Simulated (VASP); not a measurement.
Write the native input for VASP 6.6.1 that does the following.

| Item | Value |
| --- | --- |
| Task | single point |
| Functional | PBEsol |
| Potentials or basis | VASP PAW PBE potentials, release 64 (Hf_pv, N) |
| Cutoff | 520 eV |
| k mesh | 9 × 9 × 5 |
| Occupations | methfessel-paxton, width 0.15 eV |
| Spin | no spin polarisation |
| Dipole correction | no |
| Further INCAR settings | ALGO = Normal; EDIFF = 1e-06; NBANDS = 23 |

The structure of HfN lies in POSCAR:

```
HfN
1.0
    3.1074550760      0.0000000000      0.0000000000
   -1.5537275380      2.6911350369      0.0000000000
    0.0000000000      0.0000000000      5.3655694609
Hf N
2 2
Direct
    0.6666666667      0.3333333333      0.7500000000
    0.3333333333      0.6666666667      0.2500000000
    0.0000000000      0.0000000000      0.0000000000
    0.0000000000      0.0000000000      0.5000000000
```

These files were run (other wordings do the same):

INCAR

```
SYSTEM = HfN
PREC = Accurate ; ENCUT = 520
EDIFF = 1E-6 ; ISMEAR = 1
SIGMA = 0.15 ; LREAL = .False.
LASPH = .True. ; NELM = 60
ALGO = Normal ; ISIF = 2
LWAVE = .False. ; LCHARG = .False.
GGA = PS ; NBANDS = 23
```

KPOINTS

```
regular mesh
0
Gamma
  9 9 5
  0 0 0
```

Potentials or basis: VASP PAW PBE potentials, release 64 (Hf_pv, N).

Launch:

```console
$ cat potpaw_PBE.64/Hf_pv/POTCAR potpaw_PBE.64/N/POTCAR > POTCAR
$ mpirun -np 1 vasp_std > vasp.out
```

It gave:

- Pressure: 2.9 GPa
- Band gap on the k mesh: zero (bands 15 and 16 overlap by 1.74 eV)

Caveat: the PAW data sets were made with another functional, which shifts forces and pressure a little; spin-orbit coupling is left out, which moves the levels of the heavy elements.

Wall time 45 s on 1 thread of Intel Xeon 8259CL (shared host), peak memory 0.18 GiB.
